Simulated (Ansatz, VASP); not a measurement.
# PbF2 in VASP and in Ansatz

```
Pb F
1.0
     0.00000    2.90601    2.90601
     2.90601    0.00000    2.90601
     2.90601    2.90601    0.00000
Pb F
1 2
Direct
  0.00000 0.00000 0.00000
  0.25000 0.25000 0.25000
  0.75000 0.75000 0.75000
```

Alike in both runs: functional LDA; k mesh 8 × 8 × 8; occupations gaussian, width 0.02 eV; no spin polarisation.

Ansatz relaxed the structure, and its values are those at the end. VASP's run is a single point on that final structure, the one shown.

|  | VASP | Ansatz |
| --- | --- | --- |
| version | VASP 6.6.1 | Ansatz 0.2.0 |
| potentials or method | VASP PAW LDA potentials, release 64 (Pb_d, F), cutoff 520 eV | scalar-relativistic, plane waves, PAW |
| valence electrons in the cell | 28 | 28 |

VASP gave:

| Quantity | Value |
| --- | --- |
| gap on the k mesh at the Fermi level (eV) | 4.20 |
| least direct gap on the mesh (eV) | 4.37 |
| pressure (GPa) | 0.0 |

Question: What did Ansatz give for the same quantities?

Answer: gap on the k mesh at the Fermi level (eV): 4.25; least direct gap on the mesh (eV): 4.41; pressure (GPa): 0.0.

LDA's correlation is that of Perdew and Zunger in VASP and of Perdew and Wang (1992) in Ansatz.

Spin-orbit coupling is off throughout.
